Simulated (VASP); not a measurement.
# Fe (Im-3m) in VASP: further runs

Runs on Fe. Level: RPBE. Tasks: single point, relaxation of cell and atoms.

Everything below comes from runs of VASP 6.6.1. Logs are shortened: lines on timing, memory, paths and dates and some standing lists are left out, and cuts for length are marked.

### Step 1. The cell of the first run

The structure is cubic, space group Im-3m (No. 229). Conventional cell: a = 2.833 Å, b = 2.833 Å, c = 2.833 Å, α = 90.00°, β = 90.00°, γ = 90.00°. Within 3.2 Å of Fe (site symmetry m-3m) lie 14 Fe at 2.45 to 2.83 Å.

### Step 2. Single point, RPBE, collinear spin, antiferromagnetic start

The input, INCAR:

```
SYSTEM = Fe
PREC = Accurate
ENCUT = 520
EDIFF = 1E-6
ISMEAR = -1
SIGMA = 0.05
LREAL = .FALSE.
LASPH = .TRUE.
NELM = 150
ALGO = Normal
ISIF = 2
LWAVE = .FALSE.
LCHARG = .TRUE.
ISPIN = 2
MAGMOM = 2.5 -2.5
LORBIT = 11
LMAXMIX = 4
GGA = RP
LELF = .TRUE.
LVHAR = .TRUE.
NBANDS = 19
```

The input, KPOINTS:

```
Automatic mesh
0
G
  11 11 11
  0 0 0
```

The input, POSCAR:

```
Fe
1.0
    2.8327859320      0.0000000000      0.0000000000
    0.0000000000      2.8327859320      0.0000000000
    0.0000000000      0.0000000000      2.8327859320
Fe
2
Direct
    0.0000000000      0.0000000000      0.0000000000
    0.5000000000      0.5000000000      0.5000000000
```

Potentials or basis: VASP PAW PBE potentials, release 64 (Fe).

Launch:

```sh
> cat potpaw_PBE.64/Fe/POTCAR > POTCAR
> mpirun -np 1 vasp_std > vasp.out
```

OUTCAR:

```text
SYSTEM = Fe
   PREC = Accurate
   ENCUT = 520
   EDIFF = 1E-6
   ISMEAR = -1
   LREAL = .FALSE.
   LASPH = .TRUE.
   NELM = 150
   ISIF = 2
   ISPIN = 2
   LORBIT = 11
   GGA = RP

 ion  position               nearest neighbor table
   1  0.000  0.000  0.000-   2 2.45   2 2.45   2 2.45   2 2.45   2 2.45   2 2.45   2 2.45   2 2.45

   2  0.500  0.500  0.500-   1 2.45   1 2.45   1 2.45   1 2.45   1 2.45   1 2.45   1 2.45   1 2.45

  LATTYP: Found a simple cubic cell.
 ALAT       =     2.8327859320

  Lattice vectors:

 A1 = (   2.8327859320,   0.0000000000,   0.0000000000)
 A2 = (   0.0000000000,   2.8327859320,   0.0000000000)
 A3 = (   0.0000000000,   0.0000000000,   2.8327859320)

Analysis of symmetry for initial positions (statically):
=====================================================================
 Subroutine PRICEL returns following result:

  LATTYP: Found a body centered cubic cell.
 ALAT       =     2.8327859320
[... 12 lines left out ...]
 Subroutine GETGRP returns: Found 48 space group operations
 (whereof 48 operations were pure point group operations)
 out of a pool of 48 trial point group operations.

The static configuration has the point symmetry O_h .

Analysis of symmetry for dynamics (positions and initial velocities):
=====================================================================
 Subroutine PRICEL returns following result:

  LATTYP: Found a body centered cubic cell.
 ALAT       =     2.8327859320
[... 12 lines left out ...]
 Subroutine GETGRP returns: Found 48 space group operations
 (whereof 48 operations were pure point group operations)
 out of a pool of 48 trial point group operations.

The dynamic configuration has the point symmetry O_h .

Analysis of structural, dynamic, and magnetic symmetry:
=====================================================================
 Subroutine PRICEL returns following result:

  LATTYP: Found a body centered cubic cell.
 ALAT       =     2.8327859320
[... 12 lines left out ...]
 Subroutine GETGRP returns: Found 48 space group operations
 (whereof 48 operations were pure point group operations)
 out of a pool of 48 trial point group operations.

The overall configuration has the point symmetry O_h .

 Subroutine INISYM returns: Found 48 space group operations
 (whereof 48 operations are pure point group operations),
 and found     2 'primitive' translations

----------------------------------------------------------------------------------------

                                     Primitive cell

  volume of cell :      11.3661

  direct lattice vectors                    reciprocal lattice vectors
[... 105 lines left out ...]
     AMIX_MAG =   1.60;   BMIX_MAG =  1.00
  volume/ion in A,a.u.               =      11.37        76.70
  Fermi-wavevector in a.u.,A,eV,Ry     =   1.456245  2.751904 28.853182  2.120649
  Thomas-Fermi vector in A             =   2.573186
   LORBIT       =     11    0 simple, 1 ext, 2 COOP (PROOUT), +10 PAW based schemes
   GGA     = RP    functional components
   LHFCALC =     F    Hartree Fock is set to
   AEXX    =    0.0000 exact exchange contribution
   IVDW    =     0    specifies the selected vdW correction
   LEPSILON=     F    determine dielectric tensor
   LRPA    =     F    only Hartree local field effects (RPA)
 spin polarized calculation
  energy-cutoff  :      520.00
  volume of cell :       22.73
 maximum number of plane-waves:       626
 NGX is ok and might be reduce to    24
   NGX = 11   NGY = 11   NGZ = 11

 number of electron      16.0000013 magnetization      -0.0000000

 number of electron      16.0000013 magnetization       0.0000000

 Free energy of the ion-electron system (eV)
  ---------------------------------------------------
  ext. energy  EPLUGINS =         0.00000000
  ---------------------------------------------------
  free energy    TOTEN  =       -14.58373879 eV

  energy without entropy =      -14.54035430  energy(sigma->0) =      -14.56204655

 E-fermi :   6.1939     XC(G=0): -13.0442

 val. band max:        6.1895894881   @ k =   0.3636   0.2727   0.0909
 cond. band min:       6.2008977730   @ k =   0.0909   0.0909   0.0000
 fundamental gap:      0.0113082849
 Fermi energy:         6.1939359580

 spin component 1

 k-point     1 :       0.0000    0.0000    0.0000
  band No.  band energies     occupation
      1      -2.4062      1.00000
      2       1.7893      1.00000
      3       1.7894      1.00000
      4       4.3593      1.00000
      5       4.3593      1.00000
      6       4.3593      1.00000
[... 517 lines left out ...]
     18      26.3464      0.00000
     19      30.1737      0.00000

 [... further k-points ...]

 spin component 2

 k-point     1 :       0.0000    0.0000    0.0000
  band No.  band energies     occupation
      1      -2.4062      1.00000
      2       1.7893      1.00000
      3       1.7894      1.00000
      4       4.3593      1.00000
      5       4.3593      1.00000
      6       4.3593      1.00000
[... 517 lines left out ...]
     18      26.3464      0.00000
     19      30.1737      0.00000

 [... further k-points ...]
[... 5 lines left out ...]
  --------------------------------------------------------------------------------------
  -------------------------------------------------------------------------------------
  Total       -0.0052360     -0.0052360     -0.0052360      0.0000000      0.0000000      0.0000000
  in kB       -0.3690396     -0.3690396     -0.3690396      0.0000000      0.0000000      0.0000000
  external PRESSURE =      -0.3690396 kB  Pullay stress =       0.0000000 kB

 VOLUME and BASIS-vectors are now :
 -----------------------------------------------------------------------------
  energy-cutoff  :      520.00
  volume of cell :       22.73
      direct lattice vectors                 reciprocal lattice vectors
     2.832785932  0.000000000  0.000000000     0.353009378  0.000000000  0.000000000
     0.000000000  2.832785932  0.000000000     0.000000000  0.353009378  0.000000000
     0.000000000  0.000000000  2.832785932     0.000000000  0.000000000  0.353009378

 POSITION                                       TOTAL-FORCE (eV/Angst)
 -----------------------------------------------------------------------------------
      0.00000      0.00000      0.00000         0.000000     -0.000000     -0.000000
      1.41639      1.41639      1.41639        -0.000000      0.000000      0.000000
 -----------------------------------------------------------------------------------
    total drift:                                0.000000      0.000000     -0.000000

  FREE ENERGIE OF THE ION-ELECTRON SYSTEM (eV)
  ---------------------------------------------------
  free  energy   TOTEN  =       -14.5837387941 eV

  energy  without entropy=      -14.5403542968  energy(sigma->0) =      -14.56204655

 total charge

# of ion       s       p       d       tot
------------------------------------------
    1        0.489   0.539   6.234   7.261
    2        0.489   0.539   6.234   7.261
--------------------------------------------------
tot          0.978   1.077  12.467  14.522

 magnetization (x)

# of ion       s       p       d       tot
------------------------------------------
    1        0.020   0.027   1.524   1.571
    2       -0.020  -0.027  -1.524  -1.571
--------------------------------------------------
tot          0.000   0.000   0.000   0.000
```

OSZICAR:

```text
N       E                     dE             d eps       ncg     rms          rms(c)
DAV:   1     0.758976634477E+02    0.75898E+02   -0.71466E+03  4624   0.110E+03
DAV:   2    -0.138684640384E+02   -0.89766E+02   -0.79254E+02  4271   0.201E+02
DAV:   3    -0.170909718229E+02   -0.32225E+01   -0.29984E+01  4720   0.487E+01
DAV:   4    -0.171167194513E+02   -0.25748E-01   -0.25727E-01  4809   0.406E+00
DAV:   5    -0.171170095835E+02   -0.29013E-03   -0.29013E-03  4812   0.410E-01    0.156E+01
DAV:   6    -0.147838275558E+02    0.23332E+01   -0.64335E+00  4598   0.542E+01    0.651E+00
DAV:   7    -0.146110294403E+02    0.17280E+00   -0.65422E-01  4669   0.148E+01    0.345E+00
DAV:   8    -0.145953837454E+02    0.15646E-01   -0.81084E-03  4996   0.101E+00    0.125E+00
DAV:   9    -0.145843063338E+02    0.11077E-01   -0.22120E-03  6714   0.845E-01    0.300E-01
DAV:  10    -0.145837021930E+02    0.60414E-03   -0.58386E-04  4714   0.330E-01    0.102E-01
DAV:  11    -0.145837588079E+02   -0.56615E-04   -0.10243E-04  6188   0.129E-01    0.629E-02
DAV:  12    -0.145837415783E+02    0.17230E-04   -0.11639E-05  5376   0.323E-02    0.121E-02
DAV:  13    -0.145837391702E+02    0.24081E-05   -0.19103E-06  4512   0.137E-02    0.409E-03
DAV:  14    -0.145837387941E+02    0.37611E-06   -0.99523E-08  2464   0.278E-03
   1 F= -.14583739E+02 E0= -.14562047E+02  d E =-.433845E-01  mag=    -0.0000
```

stdout:

```text
POSCAR found type information on POSCAR Fe
 POSCAR found :  1 types and       2 ions
 scaLAPACK will be used
 -----------------------------------------------------------------------------
|                                                                             |
|                                                                             |
|     You enforced a specific xc type in the INCAR file but a different       |
|     I HOPE YOU KNOW WHAT YOU ARE DOING!                                     |
|                                                                             |
 -----------------------------------------------------------------------------

 LDA part: xc-table for (Slater+PW92), standard interpolation
 POSCAR, INCAR and KPOINTS ok, starting setup
 FFT: planning ... GRIDC
 FFT: planning ... GRID_SOFT
 FFT: planning ... GRID
 WAVECAR not read
 entering main loop
```

It took 24 s on 1 thread of Intel Xeon Platinum 8488C (Sapphire Rapids), shared host; peak memory 0.17 GiB.

What came out:

```
Free energy                                           : -14.5837 eV
Pressure                                              : 0.0 GPa
Band gap on the k mesh                                : zero (filled and empty bands overlap)
Net moment                                            : 0.00 μB per cell
Site moments                                          : Fe +1.57, -1.57 μB
Valence electrons inside the program's atomic spheres : Fe 7.26
```

Caveat: the PAW data sets were made with another functional, which shifts forces and pressure a little.

### Step 3. Relaxation of cell and atoms, RPBE, collinear spin, antiferromagnetic start

This run uses another cell than the first one, of 11.78 Å³/atom, 1.036 times its volume.

The input, INCAR:

```
SYSTEM = Fe
PREC     = Accurate       ! precision mode
ENCUT    = 600            ! plane-wave cutoff, eV
EDIFF    = 1E-6           ! SCF threshold, eV
ISMEAR   = -1             ! smearing method
SIGMA    = 0.05           ! smearing width, eV
LREAL    = .False.        ! projectors in reciprocal space
LASPH    = .True.         ! aspherical terms in the spheres
NELM     = 150            ! most SCF steps
ALGO     = Normal         ! electronic algorithm
ISIF     = 3              ! what is computed and relaxed
LWAVE    = .False.        ! write WAVECAR
LCHARG   = .False.        ! write CHGCAR
ISPIN    = 2              ! spin polarisation
MAGMOM   = 2.5 -2.5       ! initial moments
LORBIT   = 11             ! projections on sites
LMAXMIX  = 4              ! l up to which the mixer works
GGA      = RP             ! functional
IBRION   = 2              ! ionic algorithm
NSW      = 80             ! ionic steps
EDIFFG   = -0.01          ! ionic threshold
```

The input, KPOINTS:

```
regular mesh
0
Gamma
  11 11 11
  0 0 0
```

The input, POSCAR:

```
Fe
1.0
    2.8665000000      0.0000000000      0.0000000000
    0.0000000000      2.8665000000      0.0000000000
    0.0000000000      0.0000000000      2.8665000000
Fe
2
Direct
    0.0000000000      0.0000000000      0.0000000000
    0.5000000000      0.5000000000      0.5000000000
```

Potentials or basis: VASP PAW PBE potentials, release 64 (Fe).

Launch:

```sh
> cat potpaw_PBE.64/Fe/POTCAR > POTCAR
> mpirun -np 1 vasp_std > vasp.out
```

It took 38 s on 1 thread of Intel Xeon Platinum 8488C (Sapphire Rapids), shared host; peak memory 0.17 GiB.

It converged, with:

* Free energy: -14.5831 eV
* Relaxed volume: 11.35 Å³/atom
* Relaxed cell: a = 2.832 Å, b = 2.832 Å, c = 2.832 Å, α = 90.00°, β = 90.00°, γ = 90.00°
* Space group after relaxing (to 0.05 Å): Im-3m (No. 229)
* Energy gained by relaxing: 5.5 meV/atom
* Ionic steps: 3
* Pressure after relaxing: 0.0 GPa
* Band gap on the k mesh: zero (filled and empty bands overlap)
* Net moment: 0.00 μB per cell
* Site moments: Fe +1.56, -1.56 μB
* Valence electrons inside the program's atomic spheres: Fe 7.26

The path:
```tsv
step	energy change (eV)	largest force (eV/Å)	pressure (GPa)	volume (Å³)
1	0.0000	0.0000	-3.82	23.55
2	-0.0108	0.0000	0.58	22.61
3	-0.0110	0.0000	0.02	22.71
```

Final structure:
```
CELL_PARAMETERS angstrom
2.83174 0.00000 0.00000
0.00000 2.83174 0.00000
0.00000 0.00000 2.83174
ATOMIC_POSITIONS crystal
Fe 0.00000 0.00000 0.00000
Fe 0.50000 0.50000 0.50000
```

Levels at points of the mesh, in eV from the Fermi level:
Spin up:
```tsv
k point	band 6	band 7	band 8	band 9	band 10	band 11
(0.00, 0.00, 0.00)	-1.83	0.10	0.10	1.00	1.00	1.00
```
Spin down:
| k point | band 5 | band 6 | band 7 | band 8 | band 9 | band 10 | band 11 | band 12 |
| --- | --- | --- | --- | --- | --- | --- | --- | --- |
| (0.00, 0.00, 0.00) | -1.83 | -1.83 | 0.10 | 0.10 | 1.00 | 1.00 | 1.00 | 9.83 |

Caveat: the PAW data sets were made with another functional, which shifts forces and pressure a little.

### Step 4. Single point, RPBE, collinear spin, antiferromagnetic start

The input, INCAR:

```
SYSTEM = Fe
PREC = Accurate ; ENCUT = 520
EDIFF = 1E-7 ; ISMEAR = -1
SIGMA = 0.05 ; LREAL = .FALSE.
LASPH = .TRUE. ; NELM = 150
ALGO = Normal ; ISIF = 2
LWAVE = .FALSE. ; LCHARG = .TRUE.
ISPIN = 2 ; MAGMOM = 1.519 -1.519
LORBIT = 11 ; LMAXMIX = 4
GGA = RP ; LELF = .TRUE.
LVHAR = .TRUE. ; NBANDS = 19
```

The input, KPOINTS:

```
regular mesh
0
G
  18 18 18
  0 0 0
```

The input, POSCAR:

```
Fe
1.0
    2.8327859320      0.0000000000      0.0000000000
    0.0000000000      2.8327859320      0.0000000000
    0.0000000000      0.0000000000      2.8327859320
Fe
2
Direct
    0.0000000000      0.0000000000      0.0000000000
    0.5000000000      0.5000000000      0.5000000000
```

Launch:

```sh
> cat potpaw_PBE.64/Fe/POTCAR > POTCAR
> mpirun -np 1 vasp_std > vasp.out
```

Wall time 99 s (1 thread of Intel Xeon Platinum 8488C (Sapphire Rapids), shared host); peak memory 0.24 GiB.

Results (log left out):

```yaml
Free_energy: -14.5855 eV
Pressure: 0.2 GPa
Band_gap_on_the_k_mesh: zero (filled and empty bands overlap)
Net_moment: 0.00 μB per cell
Site_moments: Fe +1.59, -1.59 μB
Valence_electrons_inside_the_program's_atomic_spheres: Fe 7.26
```

Levels at points of the mesh, in eV from the Fermi level:
Spin up:
| k point | band 5 | band 6 | band 7 | band 8 | band 9 | band 10 | band 11 | band 12 |
| --- | --- | --- | --- | --- | --- | --- | --- | --- |
| (0.00, 0.00, 0.00) | -1.84 | -1.84 | 0.10 | 0.10 | 0.99 | 0.99 | 0.99 | 9.82 |
| (0.50, 0.00, 0.00) | -1.86 | -1.30 | -1.10 | -0.69 | -0.69 | 0.15 | 0.19 | 1.93 |
| (0.50, 0.50, 0.00) | -0.93 | -0.59 | 0.30 | 0.30 | 0.47 | 1.21 | 1.21 | 1.23 |
| (0.50, 0.50, 0.50) | -2.42 | -2.42 | -0.90 | -0.90 | 1.27 | 1.27 | 8.67 | 8.67 |
Spin down:
```csv
k point,band 4,band 5,band 6,band 7,band 8,band 9,band 10,band 11,band 12,band 13
"(0.00, 0.00, 0.00)",-1.84,-1.84,-1.84,0.10,0.10,0.99,0.99,0.99,9.82,9.82
"(0.50, 0.00, 0.00)",-1.86,-1.86,-1.30,-1.10,-0.69,-0.69,0.15,0.19,1.93,17.07
"(0.50, 0.50, 0.00)",-2.94,-0.93,-0.59,0.30,0.30,0.47,1.21,1.21,1.23,7.69
"(0.50, 0.50, 0.50)",-2.42,-2.42,-2.42,-0.90,-0.90,1.27,1.27,8.67,8.67,8.67
```

Caveat: the PAW data sets were made with another functional, which shifts forces and pressure a little.

### Step 5. The runs side by side

```csv
task,cell,k mesh,cutoff (eV),gap on the mesh (eV),pressure (GPa),moment (μB)
single point,"a = 2.833 Å, 2 atoms",11 × 11 × 11,520,none,0.0,0.00
relaxation of cell and atoms,"relaxed from a = 2.866 Å, 2 atoms",11 × 11 × 11,600,none,0.0,0.00
single point,"a = 2.833 Å, 2 atoms",18 × 18 × 18,520,none,0.2,0.00
```

Alike in all rows: level RPBE; potentials or basis VASP PAW PBE potentials, release 64 (Fe); spin collinear, antiferromagnetic start; smearing fermi-dirac 0.05 eV.

Caveats: the PAW data sets were made with another functional, which shifts forces and pressure a little.

Total energies depend on the potentials used, so only differences within one code and one set of settings carry meaning.
